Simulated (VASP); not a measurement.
**MgO: electric field gradients with PBE**

**Measured values to compare with.**

From “Electronic structure of alkaline earth and post-transition metal oxides”, 2009, arxiv:0908.1581, for a bulk crystal of MgO: band gap 7.83 eV.

Crystal: MgO.

```xyz
2
Lattice="0.0000 2.1351 2.1351 2.1351 0.0000 2.1351 2.1351 2.1351 0.0000" Properties=species:S:1:pos:R:3 pbc="T T T"
Mg    0.0000    0.0000    0.0000
O     2.1351    2.1351    2.1351
```

* Program: VASP 6.6.1
* Task: electric field gradients
* Functional: PBE
* Potentials or basis: VASP PAW PBE potentials, release 64 (Mg, O)
* Cutoff: 520 eV
* k mesh: 8 × 8 × 8
* Occupations: fermi-dirac, width 0.01 eV
* Spin: no spin polarisation
* Dipole correction: no
* Further INCAR settings: ALGO = Normal; EDIFF = 1e-08; NBANDS = 11

```yaml
Pressure: -2.4 GPa
Band_gap_on_the_k_mesh: 4.34 eV, direct
```

Levels at points of the mesh, in eV from the valence-band top:
| k point | band 1 | band 2 | band 3 | band 4 | band 5 | band 6 | band 7 | band 8 | band 9 |
| --- | --- | --- | --- | --- | --- | --- | --- | --- | --- |
| (0.00, 0.00, 0.00) | -17.06 | 0.00 | 0.00 | 0.00 | 4.34 | 15.57 | 15.57 | 15.57 | 19.38 |
| (0.50, 0.00, 0.00) | -15.87 | -4.44 | -0.61 | -0.61 | 7.64 | 12.14 | 15.89 | 15.89 | 20.28 |
| (0.50, 0.50, 0.00) | -15.63 | -3.92 | -1.29 | -1.29 | 9.07 | 9.53 | 12.67 | 18.35 | 18.35 |

It took 4.6 s on 1 thread of Intel(R) Xeon(R) Platinum 8488C (Sapphire Rapids), with other jobs on the host, peak memory 0.13 GiB.

Against the measured gap of MgO, 7.83 eV (quoted in “Electronic structure of alkaline earth and post-transition metal oxides”, 2009, arxiv:0908.1581), the calculated 4.34 eV is off by -3.49 eV. The value is that of PBE, without temperature or zero-point motion. Semilocal functionals fall short of measured gaps as a rule.

Caveat: without QUAD_EFG the Cq values of the log hold for a quadrupole moment of 1 mb, not for the nuclei.
